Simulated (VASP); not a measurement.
# Cd (P6/mmm) in VASP: single point with LDA

Aim: the single point of Cd with LDA.

Everything below comes from runs of VASP 6.6.1. Logs are shortened: lines on timing, memory, paths and dates and some standing lists are left out, and cuts for length are marked.

### Step 1. The cell of the first run

The structure is hexagonal, space group P6/mmm (No. 191). The conventional cell has a = 3.840 Å, b = 3.840 Å, c = 4.441 Å, α = 90.00°, β = 90.00°, γ = 120.00°. Within 5.0 Å of Cd (site symmetry 6/mmm) lie 8 Cd at 3.84 to 4.44 Å.

### Step 2. Single point, LDA

File INCAR:

```
SYSTEM = Cd
PREC     = Accurate       ! precision mode
ENCUT    = 500            ! plane-wave cutoff, eV
EDIFF    = 1E-6           ! SCF threshold, eV
ISMEAR   = 0              ! smearing method
SIGMA    = 0.1            ! smearing width, eV
LREAL    = .False.        ! projectors in reciprocal space
LASPH    = .True.         ! aspherical terms in the spheres
NELM     = 120            ! most SCF steps
ALGO     = Normal         ! electronic algorithm
ISIF     = 2              ! what is computed and relaxed
LWAVE    = .False.        ! write WAVECAR
LCHARG   = .True.         ! write CHGCAR
GGA      = CA             ! functional
LELF     = .True.         ! ELF
LVHAR    = .True.       
NBANDS   = 12             ! bands
GGA_COMPAT= .False.
```

File KPOINTS:

```
regular mesh
0
Gamma
  5 5 4
  0 0 0
```

File POSCAR:

```
Cd
1.0
    3.8398220000      0.0000000000      0.0000000000
   -1.9199110000      3.3253830000      0.0000000000
    0.0000000000      0.0000000000      4.4413930000
Cd
1
Direct
    0.3333333333      0.6666666667      0.9873000000
```

Potentials or basis: VASP PAW LDA potentials, release 64 (Cd).

On the command line:

```bash
cat potpaw_LDA.64/Cd/POTCAR > POTCAR
mpirun -np 1 vasp_std > vasp.out
```

OUTCAR:

```text
SYSTEM = Cd
   PREC = Accurate
   ENCUT = 500
   EDIFF = 1E-6
   ISMEAR = 0
   LREAL = .False.
   LASPH = .True.
   NELM = 120
   ISIF = 2
   GGA = CA

 ion  position               nearest neighbor table
   1  0.333  0.667  0.987-

  LATTYP: Found a hexagonal cell.
 ALAT       =     3.8398220000
 C/A-ratio  =     1.1566663767

  Lattice vectors:

 A1 = (   3.8398220000,   0.0000000000,   0.0000000000)
 A2 = (  -1.9199110000,   3.3253830000,   0.0000000000)
 A3 = (   0.0000000000,   0.0000000000,   4.4413930000)

Analysis of symmetry for initial positions (statically):
=====================================================================
 Subroutine PRICEL returns:
 Original cell was already a primitive cell.

 Routine SETGRP: Setting up the symmetry group for a
 hexagonal supercell.

 Subroutine GETGRP returns: Found 24 space group operations
 (whereof  6 operations were pure point group operations)
 out of a pool of 24 trial point group operations.

The static configuration has the point symmetry C_3v.
 The point group associated with its full space group is D_6h.

Analysis of symmetry for dynamics (positions and initial velocities):
=====================================================================
 Subroutine PRICEL returns:
 Original cell was already a primitive cell.

 Routine SETGRP: Setting up the symmetry group for a
 hexagonal supercell.

 Subroutine GETGRP returns: Found 24 space group operations
 (whereof  6 operations were pure point group operations)
 out of a pool of 24 trial point group operations.

The dynamic configuration has the point symmetry C_3v.
 The point group associated with its full space group is D_6h.

 Subroutine INISYM returns: Found 24 space group operations
 (whereof  6 operations are pure point group operations),
 and found     1 'primitive' translations

----------------------------------------------------------------------------------------

                                     Primitive cell

  volume of cell :      56.7116

  direct lattice vectors                    reciprocal lattice vectors
     3.839822000  0.000000000  0.000000000     0.260428739  0.150358620  0.000000000
    -1.919911000  3.325383000  0.000000000     0.000000000  0.300717241  0.000000000
     0.000000000  0.000000000  4.441393000     0.000000000  0.000000000  0.225154586

  length of vectors
     3.839822000  3.839821655  4.441393000     0.300717214  0.300717241  0.225154586

  position of ions in fractional coordinates (direct lattice)
     0.333333333  0.666666667  0.987300000

  ion indices of the primitive-cell ions
   primitive index   ion index
                 1           1

----------------------------------------------------------------------------------------

 KPOINTS: regular mesh

Automatic generation of k-mesh.
 Grid dimensions read from file:
 generate k-points for:    5    5    4

 Generating k-lattice:

  Cartesian coordinates                     Fractional coordinates (reciprocal lattice)
     0.052085748  0.030071724  0.000000000     0.200000000  0.000000000  0.000000000
     0.000000000  0.060143448  0.000000000     0.000000000  0.200000000  0.000000000
     0.000000000  0.000000000  0.056288646     0.000000000  0.000000000  0.250000000

  Length of vectors
     0.060143443  0.060143448  0.056288646

  Shift w.r.t. Gamma in fractional coordinates (k-lattice)
     0.000000000  0.000000000  0.000000000

 Subroutine IBZKPT returns following result:
 ===========================================

 Found     15 irreducible k-points:

 Following reciprocal coordinates:
            Coordinates               Weight
  0.000000  0.000000  0.000000      1.000000
  0.200000  0.000000  0.000000      6.000000
  0.400000  0.000000  0.000000      6.000000
  0.200000  0.200000  0.000000      6.000000
  0.400000  0.200000  0.000000      6.000000
  0.000000  0.000000  0.250000      2.000000
  0.200000  0.000000  0.250000     12.000000
  0.400000  0.000000  0.250000     12.000000
  0.200000  0.200000  0.250000     12.000000
  0.400000  0.200000  0.250000     12.000000
  0.000000  0.000000  0.500000      1.000000
  0.200000  0.000000  0.500000      6.000000
  0.400000  0.000000  0.500000      6.000000
  0.200000  0.200000  0.500000      6.000000
  0.400000  0.200000  0.500000      6.000000
   k-points           NKPTS =     15   k-points in BZ     NKDIM =     15   number of bands    NBANDS=     12
   number of dos      NEDOS =    301   number of ions     NIONS =      1
   total plane-waves  NPLWV =  25088
   dimension x,y,z NGX =    28 NGY =   28 NGZ =   32
   dimension x,y,z NGXF=    56 NGYF=   56 NGZF=   64
   ions per type =               1
   NGX,Y,Z   is equivalent  to a cutoff of  12.12, 12.12, 11.98 a.u.
   NGXF,Y,Z  is equivalent  to a cutoff of  24.25, 24.25, 23.96 a.u.
 SYSTEM =  Cd
   PREC   = accura    normal or accurate (medium, high low for compatibility)
   ISTART =      0    job   : 0-new  1-cont  2-samecut
   ICHARG =      2    charge: 1-file 2-atom 10-const
   ISPIN  =      1    spin polarized calculation?
   LNONCOLLINEAR =      F non collinear calculations
   LSORBIT =      F    spin-orbit coupling
   LASPH  =      T    aspherical Exc in radial PAW
   ENCUT  =  500.0 eV  36.75 Ry    6.06 a.u.   7.00  7.00  8.10*2*pi/ulx,y,z
   NELM   =    120;   NELMIN=  2; NELMDL= -5     # of ELM steps
   EDIFF  = 0.1E-05   stopping-criterion for ELM
   LREAL  =      F    real-space projection
   EDIFFG = 0.1E-04   stopping-criterion for IOM
   NSW    =      0    number of steps for IOM
   IBRION =     -1    ionic relax: 0-MD 1-quasi-New 2-CG
   NFREE  =      0    steps in history (QN), initial steepest desc. (CG)
   ISIF   =      2    stress and relaxation
   ISYM   =      2    0-nonsym 1-usesym 2-fastsym
   POTIM  = 0.5000    time-step for ionic-motion
   TEBEG  =    0.0;   TEEND  =   0.0 temperature during run
   PSTRESS=    0.0 pullay stress
   NELECT =      12.0000    total number of electrons
   NUPDOWN=      -1.0000    fix difference up-down
   EMIN   =  10.00;   EMAX   =-10.00  energy-range for DOS
   EFERMI =   0.00;   METHOD = LEGACY
   ISMEAR =     0;   SIGMA  =   0.10  broadening in eV -4-tet -1-fermi 0-gaus
   EFERMI_NEDOS =   21; number of points for ismear=-14 and -15
   IALGO  =     38    algorithm
   IMIX   =      4    mixing-type and parameters
     AMIX     =   0.40;   BMIX     =  1.00
     AMIX_MAG =   1.60;   BMIX_MAG =  1.00
  volume/ion in A,a.u.               =      56.71       382.71
  Fermi-wavevector in a.u.,A,eV,Ry     =   0.975539  1.843501 12.948340  0.951676
  Thomas-Fermi vector in A             =   2.106086
   LORBIT       =      0    0 simple, 1 ext, 2 COOP (PROOUT), +10 PAW based schemes
   GGA     = CA    functional components
   LHFCALC =     F    Hartree Fock is set to
   AEXX    =    0.0000 exact exchange contribution
   IVDW    =     0    specifies the selected vdW correction
   LEPSILON=     F    determine dielectric tensor
   LRPA    =     F    only Hartree local field effects (RPA)
 non-spin polarized calculation
 Gauss-broadening in eV      SIGMA  =   0.10
  energy-cutoff  :      500.00
  volume of cell :       56.71
 maximum number of plane-waves:      1452
 NGX is ok and might be reduce to    28
   NGX = 13   NGY = 13   NGZ = 17

 number of electron      12.0000002 magnetization

 Free energy of the ion-electron system (eV)
  ---------------------------------------------------
  ext. energy  EPLUGINS =         0.00000000
  ---------------------------------------------------
  free energy    TOTEN  =        -0.42965112 eV

  energy without entropy =       -0.42906831  energy(sigma->0) =       -0.42935971

 E-fermi :  -1.7759     XC(G=0):  -6.9054

 val. band max:       -1.9274103073   @ k =   0.4000   0.2000   0.5000
 cond. band min:      -1.6838557937   @ k =   0.0000   0.0000   0.5000
 fundamental gap:      0.2435545136
 Fermi energy:        -1.7759158938

 k-point     1 :       0.0000    0.0000    0.0000
  band No.  band energies     occupation
      1      -9.6679      2.00000
      2      -9.5809      2.00000
      3      -9.5809      2.00000
      4      -9.4747      2.00000
      5      -9.4747      2.00000
      6      -5.8968      2.00000
      7       2.1414      0.00000
      8       4.4190      0.00000
      9       6.8773      0.00000
     10       6.8773      0.00000
     11      10.0046      0.00000
     12      10.0105      0.00000

 k-point     2 :       0.2000    0.0000    0.0000
  band No.  band energies     occupation
      1      -9.6428      2.00000
      2      -9.5807      2.00000
      3      -9.5166      2.00000
      4      -9.5115      2.00000
      5      -9.4828      2.00000
      6      -5.3513      2.00000
      7       2.7165      0.00000
      8       3.4409      0.00000
      9       4.9063      0.00000
     10       5.6462      0.00000
     11       7.9434      0.00000
     12      12.0490      0.00000

 k-point     3 :       0.4000    0.0000    0.0000
  band No.  band energies     occupation
      1      -9.6748      2.00000
      2      -9.5691      2.00000
      3      -9.5177      2.00000
      4      -9.4960      2.00000
      5      -9.4093      2.00000
      6      -3.7463      2.00000
      7      -0.3680      0.00000
      8       4.1259      0.00000
      9       4.4742      0.00000
     10       6.3777      0.00000
     11       6.9995      0.00000
     12       8.7167      0.00000
[... 151 lines left out ...]
 k-point    14 :       0.2000    0.2000    0.5000
  band No.  band energies     occupation
      1      -9.5914      2.00000
      2      -9.5757      2.00000
      3      -9.5421      2.00000
      4      -9.5207      2.00000
      5      -9.4294      2.00000
      6      -3.4425      2.00000
      7      -0.0477      0.00000
      8       2.0922      0.00000
      9       3.5095      0.00000
     10       5.6231      0.00000
     11       6.7400      0.00000
     12      11.3494      0.00000

 k-point    15 :       0.4000    0.2000    0.5000
  band No.  band energies     occupation
      1      -9.5956      2.00000
      2      -9.5950      2.00000
      3      -9.5414      2.00000
      4      -9.4561      2.00000
      5      -9.4413      2.00000
      6      -1.9274      1.96784
      7      -0.0813      0.00000
      8       1.2291      0.00000
      9       2.4404      0.00000
     10       3.7096      0.00000
     11       5.8334      0.00000
     12      11.5331      0.00000

------------------------ aborting loop because EDIFF is reached ----------------------------------------

  FORCE on cell =-STRESS in cart. coord.  units (eV):
  Direction    XX          YY          ZZ          XY          YZ          ZX
  --------------------------------------------------------------------------------------
  -------------------------------------------------------------------------------------
  Total       -0.7616175     -0.7616173     -0.3655627      0.0000000     -0.0000000      0.0000000
  in kB      -21.5166929    -21.5166877    -10.3276268      0.0000000     -0.0000000      0.0000000
  external PRESSURE =     -17.7870025 kB  Pullay stress =       0.0000000 kB

 VOLUME and BASIS-vectors are now :
 -----------------------------------------------------------------------------
  energy-cutoff  :      500.00
  volume of cell :       56.71
      direct lattice vectors                 reciprocal lattice vectors
     3.839822000  0.000000000  0.000000000     0.260428739  0.150358620  0.000000000
    -1.919911000  3.325383000  0.000000000     0.000000000  0.300717241  0.000000000
     0.000000000  0.000000000  4.441393000     0.000000000  0.000000000  0.225154586

 POSITION                                       TOTAL-FORCE (eV/Angst)
 -----------------------------------------------------------------------------------
     -0.00000      2.21692      4.38499        -0.000000      0.000000     -0.000000
 -----------------------------------------------------------------------------------
    total drift:                                0.000000     -0.000000     -0.000043

  FREE ENERGIE OF THE ION-ELECTRON SYSTEM (eV)
  ---------------------------------------------------
  free  energy   TOTEN  =        -0.4296511229 eV

  energy  without entropy=       -0.4290683056  energy(sigma->0) =       -0.42935971
```

Wall time 8 s (1 thread of Intel Xeon 8259CL, shared host); peak memory 0.14 GiB.

Results:

- Free energy: -0.4297 eV
- Pressure: -1.8 GPa
- Band gap on the k mesh: 0.24 eV, indirect (least direct gap 1.85 eV)

A k mesh can miss the band edges.
